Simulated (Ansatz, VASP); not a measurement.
# Sr: VASP beside Ansatz

The input INCAR:

```
PREC = Accurate ; ENCUT = 600
EDIFF = 1E-6 ; ISMEAR = -1
SIGMA = 0.05 ; LREAL = False
LASPH = True ; NELM = 100
ALGO = Normal ; ISIF = 3
LWAVE = False ; LCHARG = False
GGA = CA ; IBRION = 2
NSW = 60 ; EDIFFG = -0.005
```

File KPOINTS:

```
regular mesh
0
Gamma
  10 10 10
```

POSCAR

```
Sr
1.0
    3.7524527953      0.0000000000      0.0000000000
    0.0000000000      3.7524527953      0.0000000000
    0.0000000000      0.0000000000      3.7524527953
Sr
1
Direct
    0.0000000000      0.0000000000      0.0000000000
```

Input for Ansatz:

```yaml
crystal:
  lattice:
    - [3.7524527953, 0.0, 0.0]
    - [0.0, 3.7524527953, 0.0]
    - [0.0, 0.0, 3.7524527953]
  atoms:
    - { symbol: Sr, position: [0.0, 0.0, 0.0] }
kpoints:
  mp_grid: { grid: [10, 10, 10] }
scf:
  occupations: { method: fermi_dirac, width: 0.05 }
hamiltonian:
  xc: lda
  pseudopotentials: { kind: paw }
output:
  forces: true
  stress: true
  write_density: true
  write_potential: true
  elf: true
  volumetric_format: npy
relax:
  f_tol: 0.005
  max_steps: 40
  cell: {}
```

Alike in both runs: task relaxation of cell and atoms; functional LDA; k mesh 10 × 10 × 10; occupations fermi-dirac, width 0.05 eV; no spin polarisation.

```csv
,VASP,Ansatz
version,VASP 6.6.1,Ansatz 0.2.0
potentials or method,"VASP PAW LDA potentials, release 64 (Sr_sv)","PAW with Ansatz's default frozen-core files, scalar-relativistic"
plane-wave cutoff (eV),600,420
valence electrons in the cell,10,10
```

```csv
,VASP,Ansatz,Ansatz less VASP
relaxed volume (Å³/atom),48.31,48.41,+0.102
relaxed cell length with the largest relative difference (Å),3.642,3.645,+0.0026
```

LDA's correlation is that of Perdew and Zunger in VASP and of Perdew and Wang (1992) in Ansatz.
